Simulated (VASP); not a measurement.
# SiGe5 (F-43m) in VASP: further runs

SiGe5 is run at these levels: PBE; tasks: single point, relaxation of cell and atoms.

All numbers are computed with VASP 6.6.1; they aren't measurements. Logs are shortened: lines on timing, memory, paths and dates and some standing lists are left out, and cuts for length are marked.

## 1. The cell of the first run

Symmetry: F-43m, No. 216, cubic system. Conventional cell: a = 7.485 Å, b = 7.485 Å, c = 7.485 Å, α = 90.00°, β = 90.00°, γ = 90.00°. Within 4.1 Å of Si (site symmetry -43m) lie 16 Ge at 3.11 to 3.24 Å. Ge (site symmetry -43m) has 12 Ge at 3.10 Å and 4 Si at 3.24 Å within 4.1 Å. Within 3.5 Å of Ge (site symmetry 3m) lie 9 Ge at 2.63 to 3.10 Å and 3 Si at 3.11 Å.

## 2. Single point, PBE

INCAR

```
ALGO = Normal
EDIFF = 1E-7
ENCUT = 520
GGA = PE
ISIF = 2
ISMEAR = 0
LASPH = T
LCHARG = F
LREAL = F
LWAVE = F
NBANDS = 46
NELM = 60
PREC = Accurate
SIGMA = 0.1
```

KPOINTS

```
k-points
0
Gamma
  4 4 4
```

POSCAR

```
SiGe5
1.0
    0.0000000000      3.7427176600      3.7427176600
    3.7427176600      0.0000000000      3.7427176600
    3.7427176600      3.7427176600      0.0000000000
Si Ge
1 5
Direct
    0.0000000000      0.0000000000      0.0000000000
    0.7500000000      0.7500000000      0.7500000000
    0.3759736600      0.3759736600      0.8720790100
    0.3759736600      0.8720790100      0.3759736600
    0.3759736600      0.3759736600      0.3759736600
    0.8720790100      0.3759736600      0.3759736600
```

Potentials or basis: VASP PAW PBE potentials, release 64 (Si, Ge_d).

Launch:

```console
> cat potpaw_PBE.64/Si/POTCAR potpaw_PBE.64/Ge_d/POTCAR > POTCAR
> mpirun -np 1 vasp_std > vasp.out
```

OUTCAR:

```text
EDIFF = 1E-7
   ENCUT = 520
   GGA = PE
   ISIF = 2
   ISMEAR = 0
   LASPH = T
   LREAL = F
   NELM = 60
   PREC = Accurate

 ion  position               nearest neighbor table
   1  0.000  0.000  0.000-
   2  0.750  0.750  0.750-
   3  0.376  0.376  0.872-   4 2.63   5 2.63   6 2.63   5 2.67   4 2.67   6 2.67
   4  0.376  0.872  0.376-   3 2.63   5 2.63   6 2.63   3 2.67   5 2.67   6 2.67
   5  0.376  0.376  0.376-   3 2.63   4 2.63   6 2.63   3 2.67   4 2.67   6 2.67
   6  0.872  0.376  0.376-   3 2.63   4 2.63   5 2.63   5 2.67   3 2.67   4 2.67

  LATTYP: Found a face centered cubic cell.
 ALAT       =     7.4854353200

  Lattice vectors:

 A1 = (   0.0000000000,   3.7427176600,   3.7427176600)
 A2 = (   3.7427176600,   0.0000000000,   3.7427176600)
 A3 = (   3.7427176600,   3.7427176600,   0.0000000000)

Analysis of symmetry for initial positions (statically):
=====================================================================
 Subroutine PRICEL returns:
 Original cell was already a primitive cell.

 Routine SETGRP: Setting up the symmetry group for a
 face centered cubic supercell.

 Subroutine GETGRP returns: Found 24 space group operations
 (whereof 24 operations were pure point group operations)
 out of a pool of 48 trial point group operations.

The static configuration has the point symmetry T_d .

Analysis of symmetry for dynamics (positions and initial velocities):
=====================================================================
 Subroutine PRICEL returns:
 Original cell was already a primitive cell.

 Routine SETGRP: Setting up the symmetry group for a
 face centered cubic supercell.

 Subroutine GETGRP returns: Found 24 space group operations
 (whereof 24 operations were pure point group operations)
 out of a pool of 48 trial point group operations.

The dynamic configuration has the point symmetry T_d .

 Subroutine INISYM returns: Found 24 space group operations
 (whereof 24 operations are pure point group operations),
 and found     1 'primitive' translations

----------------------------------------------------------------------------------------

                                     Primitive cell

  volume of cell :     104.8555

  direct lattice vectors                    reciprocal lattice vectors
     0.000000000  3.742717660  3.742717660    -0.133592765  0.133592765  0.133592765
     3.742717660  0.000000000  3.742717660     0.133592765 -0.133592765  0.133592765
     3.742717660  3.742717660  0.000000000     0.133592765  0.133592765 -0.133592765

  length of vectors
     5.293002075  5.293002075  5.293002075     0.231389456  0.231389456  0.231389456

  position of ions in fractional coordinates (direct lattice)
     0.000000000  0.000000000  0.000000000
     0.750000000  0.750000000  0.750000000
     0.375973660  0.375973660  0.872079010
     0.375973660  0.872079010  0.375973660
     0.375973660  0.375973660  0.375973660
     0.872079010  0.375973660  0.375973660

  ion indices of the primitive-cell ions
   primitive index   ion index
                 1           1
                 2           2
                 3           3
                 4           4
                 5           5
                 6           6

----------------------------------------------------------------------------------------

 KPOINTS: k-points

Automatic generation of k-mesh.
 Grid dimensions read from file:
 generate k-points for:    4    4    4

 Generating k-lattice:

  Cartesian coordinates                     Fractional coordinates (reciprocal lattice)
    -0.033398191  0.033398191  0.033398191     0.250000000  0.000000000  0.000000000
     0.033398191 -0.033398191  0.033398191     0.000000000  0.250000000  0.000000000
     0.033398191  0.033398191 -0.033398191     0.000000000  0.000000000  0.250000000

  Length of vectors
     0.057847364  0.057847364  0.057847364

  Shift w.r.t. Gamma in fractional coordinates (k-lattice)
     0.000000000  0.000000000  0.000000000

 Subroutine IBZKPT returns following result:
 ===========================================

 Found      8 irreducible k-points:

 Following reciprocal coordinates:
            Coordinates               Weight
  0.000000  0.000000  0.000000      1.000000
  0.250000  0.000000  0.000000      8.000000
  0.500000  0.000000  0.000000      4.000000
  0.250000  0.250000  0.000000      6.000000
  0.500000  0.250000  0.000000     24.000000
 -0.250000  0.250000  0.000000     12.000000
  0.500000  0.500000  0.000000      3.000000
 -0.250000  0.500000  0.250000      6.000000
   k-points           NKPTS =      8   k-points in BZ     NKDIM =      8   number of bands    NBANDS=     46
   number of dos      NEDOS =    301   number of ions     NIONS =      6
   total plane-waves  NPLWV =  64000
   dimension x,y,z NGX =    40 NGY =   40 NGZ =   40
   dimension x,y,z NGXF=    80 NGYF=   80 NGZF=   80
   ions per type =               1   5
   NGX,Y,Z   is equivalent  to a cutoff of  12.56, 12.56, 12.56 a.u.
   NGXF,Y,Z  is equivalent  to a cutoff of  25.13, 25.13, 25.13 a.u.
 SYSTEM =  unknown system
   PREC   = accura    normal or accurate (medium, high low for compatibility)
   ISTART =      0    job   : 0-new  1-cont  2-samecut
   ICHARG =      2    charge: 1-file 2-atom 10-const
   ISPIN  =      1    spin polarized calculation?
   LNONCOLLINEAR =      F non collinear calculations
   LSORBIT =      F    spin-orbit coupling
   LASPH  =      T    aspherical Exc in radial PAW
   ENCUT  =  520.0 eV  38.22 Ry    6.18 a.u.   9.84  9.84  9.84*2*pi/ulx,y,z
   NELM   =     60;   NELMIN=  2; NELMDL= -5     # of ELM steps
   EDIFF  = 0.1E-06   stopping-criterion for ELM
   LREAL  =      F    real-space projection
   EDIFFG = 0.1E-05   stopping-criterion for IOM
   NSW    =      0    number of steps for IOM
   IBRION =     -1    ionic relax: 0-MD 1-quasi-New 2-CG
   NFREE  =      0    steps in history (QN), initial steepest desc. (CG)
   ISIF   =      2    stress and relaxation
   ISYM   =      2    0-nonsym 1-usesym 2-fastsym
   POTIM  = 0.5000    time-step for ionic-motion
   TEBEG  =    0.0;   TEEND  =   0.0 temperature during run
   PSTRESS=    0.0 pullay stress
   NELECT =      74.0000    total number of electrons
   NUPDOWN=      -1.0000    fix difference up-down
   EMIN   =  10.00;   EMAX   =-10.00  energy-range for DOS
   EFERMI =   0.00;   METHOD = LEGACY
   ISMEAR =     0;   SIGMA  =   0.10  broadening in eV -4-tet -1-fermi 0-gaus
   EFERMI_NEDOS =   21; number of points for ismear=-14 and -15
   IALGO  =     38    algorithm
   IMIX   =      4    mixing-type and parameters
     AMIX     =   0.40;   BMIX     =  1.00
     AMIX_MAG =   1.60;   BMIX_MAG =  1.00
  volume/ion in A,a.u.               =      17.48       117.93
  Fermi-wavevector in a.u.,A,eV,Ry     =   1.457544  2.754359 28.904686  2.124434
  Thomas-Fermi vector in A             =   2.574333
   LORBIT       =      0    0 simple, 1 ext, 2 COOP (PROOUT), +10 PAW based schemes
   GGA     = PE    functional components
   LHFCALC =     F    Hartree Fock is set to
   AEXX    =    0.0000 exact exchange contribution
   IVDW    =     0    specifies the selected vdW correction
   LEPSILON=     F    determine dielectric tensor
   LRPA    =     F    only Hartree local field effects (RPA)
 non-spin polarized calculation
 Gauss-broadening in eV      SIGMA  =   0.10
  energy-cutoff  :      520.00
  volume of cell :      104.86
 maximum number of plane-waves:      2840
   NGX = 19   NGY = 19   NGZ = 19

 number of electron      74.0000055 magnetization

 Free energy of the ion-electron system (eV)
  ---------------------------------------------------
  ext. energy  EPLUGINS =         0.00000000
  ---------------------------------------------------
  free energy    TOTEN  =       -23.99687092 eV

  energy without entropy =      -23.97131410  energy(sigma->0) =      -23.98409251

 E-fermi :   7.7729     XC(G=0): -11.4549

 val. band max:        7.7428235076   @ k =   0.5000   0.2500   0.0000
 cond. band min:       7.7761651940   @ k =  -0.2500   0.5000   0.2500
 fundamental gap:      0.0333416864
 Fermi energy:         7.7729151200

 k-point     1 :       0.0000    0.0000    0.0000
  band No.  band energies     occupation
      1     -17.3376      2.00000
      2     -17.2494      2.00000
      3     -17.2494      2.00000
      4     -17.2494      2.00000
      5     -17.2430      2.00000
      6     -17.2430      2.00000
[... 38 lines left out ...]
     45      14.8674      0.00000
     46      14.8674      0.00000

 k-point     2 :       0.2500    0.0000    0.0000
  band No.  band energies     occupation
      1     -17.3100      2.00000
      2     -17.2420      2.00000
      3     -17.2420      2.00000
      4     -17.2371      2.00000
      5     -17.2074      2.00000
      6     -17.2074      2.00000
[... 38 lines left out ...]
     45      13.6273      0.00000
     46      15.0607      0.00000

 k-point     3 :       0.5000    0.0000    0.0000
  band No.  band energies     occupation
      1     -17.2865      2.00000
      2     -17.2379      2.00000
      3     -17.2379      2.00000
      4     -17.1973      2.00000
      5     -17.1527      2.00000
      6     -17.1527      2.00000
[... 38 lines left out ...]
     45      13.0944      0.00000
     46      13.0944      0.00000

 k-point     4 :       0.2500    0.2500    0.0000
  band No.  band energies     occupation
      1     -17.2971      2.00000
      2     -17.2435      2.00000
      3     -17.2325      2.00000
      4     -17.2148      2.00000
      5     -17.2148      2.00000
      6     -17.2017      2.00000
[... 38 lines left out ...]
     45      14.1464      0.00000
     46      14.1464      0.00000

 k-point     5 :       0.5000    0.2500    0.0000
  band No.  band energies     occupation
      1     -17.2617      2.00000
      2     -17.2269      2.00000
      3     -17.2179      2.00000
      4     -17.2028      2.00000
      5     -17.1689      2.00000
      6     -17.1515      2.00000
[... 38 lines left out ...]
     45      12.0212      0.00000
     46      12.3862      0.00000

 k-point     6 :      -0.2500    0.2500    0.0000
  band No.  band energies     occupation
      1     -17.2744      2.00000
      2     -17.2296      2.00000
      3     -17.2278      2.00000
      4     -17.2085      2.00000
      5     -17.1908      2.00000
      6     -17.1625      2.00000
[... 38 lines left out ...]
     45      11.9799      0.00000
     46      12.9543      0.00000

 k-point     7 :       0.5000    0.5000    0.0000
  band No.  band energies     occupation
      1     -17.2469      2.00000
      2     -17.2438      2.00000
      3     -17.1787      2.00000
      4     -17.1725      2.00000
      5     -17.1663      2.00000
      6     -17.1663      2.00000
[... 38 lines left out ...]
     45      10.2183      0.00000
     46      11.4278      0.00000

 k-point     8 :      -0.2500    0.5000    0.2500
  band No.  band energies     occupation
      1     -17.2187      2.00000
      2     -17.2187      2.00000
      3     -17.2177      2.00000
      4     -17.2103      2.00000
      5     -17.1576      2.00000
      6     -17.1507      2.00000
[... 38 lines left out ...]
     45      12.3536      0.00000
     46      12.5522      0.00000

------------------------ aborting loop because EDIFF is reached ----------------------------------------

  FORCE on cell =-STRESS in cart. coord.  units (eV):
  Direction    XX          YY          ZZ          XY          YZ          ZX
  --------------------------------------------------------------------------------------
  -------------------------------------------------------------------------------------
  Total        6.6301203      6.6301203      6.6301203      0.0000000      0.0000000      0.0000000
  in kB      101.3073124    101.3073124    101.3073124      0.0000000      0.0000000      0.0000000
  external PRESSURE =     101.3073124 kB  Pullay stress =       0.0000000 kB

 VOLUME and BASIS-vectors are now :
 -----------------------------------------------------------------------------
  energy-cutoff  :      520.00
  volume of cell :      104.86
      direct lattice vectors                 reciprocal lattice vectors
     0.000000000  3.742717660  3.742717660    -0.133592765  0.133592765  0.133592765
     3.742717660  0.000000000  3.742717660     0.133592765 -0.133592765  0.133592765
     3.742717660  3.742717660  0.000000000     0.133592765  0.133592765 -0.133592765

 POSITION                                       TOTAL-FORCE (eV/Angst)
 -----------------------------------------------------------------------------------
      0.00000      0.00000      0.00000         0.000000      0.000000      0.000000
      5.61408      5.61408      5.61408         0.000000      0.000000      0.000000
      4.67111      4.67111      2.81433         0.223428      0.223428     -0.223428
      4.67111      2.81433      4.67111         0.223428     -0.223428      0.223428
      2.81433      2.81433      2.81433        -0.223428     -0.223428     -0.223428
      2.81433      4.67111      4.67111        -0.223428      0.223428      0.223428
 -----------------------------------------------------------------------------------
    total drift:                                0.000039      0.000039      0.000039

  FREE ENERGIE OF THE ION-ELECTRON SYSTEM (eV)
  ---------------------------------------------------
  free  energy   TOTEN  =       -23.9968709238 eV

  energy  without entropy=      -23.9713141037  energy(sigma->0) =      -23.98409251
```

Wall time 93 s (1 thread of AMD EPYC 7R43 (Zen 3), shared host); peak memory 0.19 GiB.

Results:

- Free energy: -23.9969 eV
- Pressure: 10.1 GPa
- Largest force: 0.387 eV/Å
- Band gap on the k mesh: zero (band 37 reaches 7.94 eV, above the bottom of band 38 at 6.01 eV)

Forces on the atoms (eV/Å):
```
Si   0.000  0.000  0.000
Ge   0.000  0.000  0.000
Ge   0.223  0.223 -0.223
Ge   0.223 -0.223  0.223
Ge  -0.223 -0.223 -0.223
Ge  -0.223  0.223  0.223
```

Caveat: the k points lie up to 0.36 Å⁻¹ apart.

## 3. Single point, PBE

This run uses another cell than the first one, of 19.86 Å³/atom, 1.136 times its volume.

INCAR

```
  ALGO = Normal
  EDIFF = 1E-6
  ENCUT = 520
  GGA = PE
  ISIF = 2
  ISMEAR = 0
  LASPH = True
  LCHARG = False
  LREAL = False
  LWAVE = False
  NBANDS = 46
  NELM = 80
  PREC = Accurate
  SIGMA = 0.1
```

KPOINTS is that of step 2.

POSCAR

```
SiGe5
1.0
    0.0000000000      3.9054740205      3.9054740205
    3.9054740205      0.0000000000      3.9054740205
    3.9054740205      3.9054740205      0.0000000000
Si Ge
1 5
Direct
    0.0000000000      0.0000000000      0.0000000000
    0.7500000000      0.7500000000      0.7500000000
    0.3749343925      0.3749343925      0.8751968226
    0.3749343925      0.8751968226      0.3749343925
    0.3749343925      0.3749343925      0.3749343925
    0.8751968226      0.3749343925      0.3749343925
```

Potentials or basis: VASP PAW PBE potentials, release 64 (Si, Ge_d).

Launch:

```console
> cat potpaw_PBE.64/Si/POTCAR potpaw_PBE.64/Ge_d/POTCAR > POTCAR
> mpirun -np 1 vasp_std > vasp.out
```

It took 94 s on 1 thread of AMD EPYC 7R43 (Zen 3), shared host; peak memory 0.22 GiB.

It converged, with:

| Item | Value |
| --- | --- |
| Free energy | -24.4144 eV |
| Pressure | 0.0 GPa |
| Largest force | 0.028 eV/Å |
| Band gap on the k mesh | zero (band 37 reaches 6.67 eV, above the bottom of band 38 at 4.93 eV) |

Forces on the atoms (eV/Å):
```
Si   0.000  0.000  0.000
Ge   0.000  0.000  0.000
Ge   0.016  0.016 -0.016
Ge   0.016 -0.016  0.016
Ge  -0.016 -0.016 -0.016
Ge  -0.016  0.016  0.016
```

Levels at points of the mesh, in eV from the Fermi level:
```
           k point  band 34  band 35  band 36  band 37  band 38  band 39  band 40  band 41
(0.00, 0.00, 0.00)    -4.24    -4.24    -1.71    -1.71    -1.40    -1.40    -1.40     4.15
(0.50, 0.00, 0.00)    -3.00    -0.63    -0.57    -0.57    -0.05    -0.05     2.29     2.46
(0.50, 0.50, 0.00)    -1.16    -1.16     0.33     0.33     0.69     0.81     1.23     1.40
```

## 4. Single point, PBE

This run uses another cell than the first one, of 19.78 Å³/atom, 1.132 times its volume.

INCAR

```
SYSTEM = SiGe5
ALGO = Normal ; EDIFF = 1E-6
ENCUT = 520 ; GGA = PE
ISIF = 2 ; ISMEAR = 0
LASPH = .True. ; LCHARG = .True.
LELF = .True. ; LREAL = .False.
LVHAR = .True. ; LWAVE = .False.
NBANDS = 46 ; NELM = 80
PREC = Accurate ; SIGMA = 0.1
```

KPOINTS

```
k-points
0
Gamma
  8 8 8
  0 0 0
```

POSCAR

```
SiGe5
1.0
    0.0000000000      3.9002723792      3.9002723792
    3.9002723792      0.0000000000      3.9002723792
    3.9002723792      3.9002723792      0.0000000000
Si Ge
1 5
Direct
    0.0000000000      0.0000000000      0.0000000000
    0.2500000000      0.2500000000      0.2500000000
    0.6251973528      0.6251973528      0.6251973528
    0.1244079417      0.6251973528      0.6251973528
    0.6251973528      0.1244079417      0.6251973528
    0.6251973528      0.6251973528      0.1244079417
```

Launch:

```console
> cat potpaw_PBE.64/Si/POTCAR potpaw_PBE.64/Ge_d/POTCAR > POTCAR
> mpirun -np 1 vasp_std > vasp.out
```

It took 4.9 min on 1 thread of AMD EPYC 7R43 (Zen 3), shared host; peak memory 0.26 GiB.

It converged, with:

```
Free energy            : -24.6773 eV
Pressure               : 0.1 GPa
Band gap on the k mesh : zero (band 37 reaches 6.72 eV, above the bottom of band 38 at 4.93 eV)
```

Levels at points of the mesh, in eV from the Fermi level:
```tsv
k point	band 34	band 35	band 36	band 37	band 38	band 39	band 40	band 41
(0.00, 0.00, 0.00)	-4.23	-4.23	-1.69	-1.69	-1.42	-1.42	-1.42	4.18
(0.50, 0.00, 0.00)	-2.96	-0.63	-0.55	-0.55	-0.03	-0.03	2.33	2.50
(0.50, 0.50, 0.00)	-1.14	-1.14	0.36	0.36	0.73	0.84	1.25	1.42
```

(Part 1 of 2 ends here.)
